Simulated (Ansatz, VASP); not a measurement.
Two plane-wave programs on Si4N

INCAR

```
SYSTEM = Si4N
PREC     = Accurate       ! precision mode
ENCUT    = 520            ! plane-wave cutoff, eV
EDIFF    = 1E-6           ! SCF threshold, eV
ISMEAR   = 0              ! smearing method
SIGMA    = 0.05           ! smearing width, eV
LREAL    = .False.        ! projectors in reciprocal space
LASPH    = .True.         ! aspherical terms in the spheres
NELM     = 150            ! most SCF steps
ALGO     = Normal         ! electronic algorithm
ISIF     = 2              ! what is computed and relaxed
LWAVE    = .False.        ! write WAVECAR
LCHARG   = .False.        ! write CHGCAR
ISPIN    = 2              ! spin polarisation
MAGMOM   = 0 0 0 0 3      ! initial moments
LORBIT   = 11             ! projections on sites
LDIPOL   = .True.       
IDIPOL   = 3            
DIPOL    = 0.5 0.5 0.327
GGA      = PE             ! functional
IVDW     = 12             ! dispersion correction
NBANDS   = 22             ! bands
```

Contents of KPOINTS:

```
regular mesh
0
Gamma
  7 7 1
  0 0 0
```

The input POSCAR:

```
Si4N
1.0
    3.8333442755      0.0000000000      0.0000000000
    0.0000000000      3.8333442755      0.0000000000
    0.0000000000      0.0000000000     21.1034818114
Si N
4 1
Direct
    0.0000000000      0.5000000000      0.1895421825
    0.0000000000      0.0000000000      0.2537634269
    0.5000000000      0.0000000000      0.3207061922
    0.5000000000      0.5000000000      0.3839879070
    0.7500000000      0.7500000000      0.4882361074
```

Input for Ansatz:

```yaml
crystal:
  lattice:
    - [3.8333442755, 0.0, 0.0]
    - [0.0, 3.8333442755, 0.0]
    - [0.0, 0.0, 21.1034818114]
  atoms:
    - { symbol: Si, position: [0.0, 0.5, 0.1895421825] }
    - { symbol: Si, position: [0.0, 0.0, 0.2537634269] }
    - { symbol: Si, position: [0.5, 0.0, 0.3207061922] }
    - { symbol: Si, position: [0.5, 0.5, 0.383987907] }
    - { symbol: "N", position: [0.75, 0.75, 0.4882361074], spin: 3.0 }
basis:
  ecutwfc: 420
kpoints:
  mp_grid: { grid: [7, 7, 1] }
hamiltonian:
  xc: pbe
  pseudopotentials: { kind: paw, azcp: { folder: soft_1 } }
  dispersion: d3bj
scf:
  occupations: { method: gaussian, width: 0.05 }
output:
  forces: true
  eigenvalues: true
  populations: true
magnetization:
  spin_polarized: true
efield:
  axis: 3
  dipole_correction: true
  ramp_width: 0.04
```

Alike in both runs: task single point; functional PBE; dispersion D3(BJ); k mesh 7 × 7 × 1; occupations gaussian, width 0.05 eV; collinear spin.

|  | VASP | Ansatz |
| --- | --- | --- |
| version | VASP 6.6.1 | Ansatz 0.2.0 |
| potentials or method | VASP PAW PBE potentials, release 64 (Si, N), cutoff 520 eV | scalar-relativistic, plane waves, PAW |
| valence electrons in the cell | 21 | 21 |

```csv
,VASP,Ansatz,Ansatz less VASP
gap on the k mesh at the Fermi level (eV),none,none,-
rms of the force components (eV/Å),0.672,0.671,-0.0002
net moment per atom (μB),0.38,0.38,0.000
size of the moment on the site where the two differ most (μB),1.54,2.03,+0.497
```

Site moments also hang on the region over which each program counts them. Atom by atom the forces differ by 0.002 eV/Å (rms over components). A gap of «none» marks a metal or a gap that the smearing closes.
